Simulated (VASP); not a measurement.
AlAs, 2 atoms in the cell. The structure is cubic, space group F-43m (No. 216). The conventional cell has a = 5.728 Å, b = 5.728 Å, c = 5.728 Å, α = 90.00°, β = 90.00°, γ = 90.00°. Within 3.3 Å of Al (site symmetry -43m) lie 4 As at 2.48 Å. Within 3.3 Å of As (site symmetry -43m) lie 4 Al at 2.48 Å. 

```yaml
Program: VASP 6.6.1
Task: single point
Functional: PBE
Potentials_or_basis: VASP PAW PBE potentials, release 64 (Al, As)
Cutoff: 500 eV
k_mesh: 8 × 8 × 8
Occupations: gaussian, width 0.01 eV
Spin: no spin polarisation
Dipole_correction: no
Further_INCAR_settings: ALGO = Normal; EDIFF = 1e-06; NBANDS = 11
```

Potentials or basis: VASP PAW PBE potentials, release 64 (Al, As).

The run is started by

```console
$ cat potpaw_PBE.64/Al/POTCAR potpaw_PBE.64/As/POTCAR > POTCAR
$ mpirun -np 1 vasp_std > vasp.out
```

Hardware: 1 thread of AMD EPYC 9R45 96-Core Processor (Zen 5), with other jobs on the host.

Problem. How long does it take, and how much memory?

Solution. Wall time 7.4 s on 1 thread of AMD EPYC 9R45 96-Core Processor (Zen 5) (shared host), peak memory 0.14 GiB. Counts: scf iterations 12, k points 29.
